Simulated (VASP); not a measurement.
Write the native input for VASP 6.6.1 that does the following.

| Property | Result |
| --- | --- |
| Task | single point |
| Functional | PBE |
| Potentials or basis | VASP PAW PBE potentials, release 64 (Na_pv, Cd, Cl) |
| Cutoff | 520 eV |
| k mesh | 6 × 6 × 6 |
| Occupations | fermi-dirac, width 0.02 eV |
| Spin | no spin polarisation |
| Dipole correction | no |
| Further INCAR settings | ALGO = Normal; EDIFF = 1e-07; NBANDS = 28 |

The structure of NaCdCl3 lies in POSCAR:

```
NaCdCl3
1.0
    5.2706511437      0.0000000000      0.0000000000
    0.0000000000      5.2706511437      0.0000000000
    0.0000000000      0.0000000000      5.2706511437
Na Cd Cl
1 1 3
Direct
    0.0000000000      0.0000000000      0.0000000000
    0.5000000000      0.5000000000      0.5000000000
    0.5000000000      0.5000000000      0.0000000000
    0.5000000000      0.0000000000      0.5000000000
    0.0000000000      0.5000000000      0.5000000000
```

This cell differs from its parent crystal: strain +2.0%.

These files were run (other wordings do the same):

INCAR

```
  PREC = Accurate
  ENCUT = 520
  EDIFF = 1E-7
  ISMEAR = -1
  SIGMA = 0.02
  LREAL = F
  LASPH = T
  NELM = 100
  ALGO = Normal
  ISIF = 2
  LWAVE = F
  LCHARG = F
  GGA = PE
  NBANDS = 28
```

KPOINTS

```
regular mesh
0
Gamma
  6 6 6
```

Potentials or basis: VASP PAW PBE potentials, release 64 (Na_pv, Cd, Cl).

Run with:

```bash
$ cat potpaw_PBE.64/Na_pv/POTCAR potpaw_PBE.64/Cd/POTCAR potpaw_PBE.64/Cl/POTCAR > POTCAR
$ mpirun -np 1 vasp_std > vasp.out
```

It gave:

* Pressure: -0.8 GPa
* Band gap on the k mesh: 1.78 eV (least direct gap 2.39 eV)

Caveat: the cell differs from its parent crystal (strain +2.0%).

Wall time 31 s on 1 thread of AMD EPYC 9R45 96-Core Processor (Zen 5), on a shared host, peak memory 0.24 GiB.
